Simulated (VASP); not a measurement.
Lu, 2 atoms in the cell. It takes space group I4_1/amd (No. 141, tetragonal). The conventional cell has a = 4.483 Å, b = 4.483 Å, c = 2.607 Å, α = 90.00°, β = 90.00°, γ = 90.00°. Lu (site symmetry -4m2) has 10 Lu at 2.33 to 2.97 Å within 3.1 Å. 

| Property | Result |
| --- | --- |
| Program | VASP 6.6.1 |
| Task | single point |
| Functional | PBE |
| Potentials or basis | VASP PAW PBE potentials, release 64 (Lu) |
| Cutoff | 520 eV |
| k mesh | 15 × 15 × 15 |
| Occupations | fermi-dirac, width 0.05 eV |
| Spin | no spin polarisation |
| Dipole correction | no |
| Further INCAR settings | ALGO = Normal; EDIFF = 1e-07; NBANDS = 32 |

Potentials or basis: VASP PAW PBE potentials, release 64 (Lu).

Run with:

```console
$ cat potpaw_PBE.64/Lu/POTCAR > POTCAR
$ mpirun -np 1 vasp_std > vasp.out
```

Hardware: 1 thread of Intel Xeon 8259CL, with other jobs on the host.

Problem. How long does it take, and how much memory?

Solution. It took 10 min on 1 thread of Intel Xeon 8259CL, on a shared host, peak memory 0.33 GiB. Counts: scf iterations 14, k points 288.
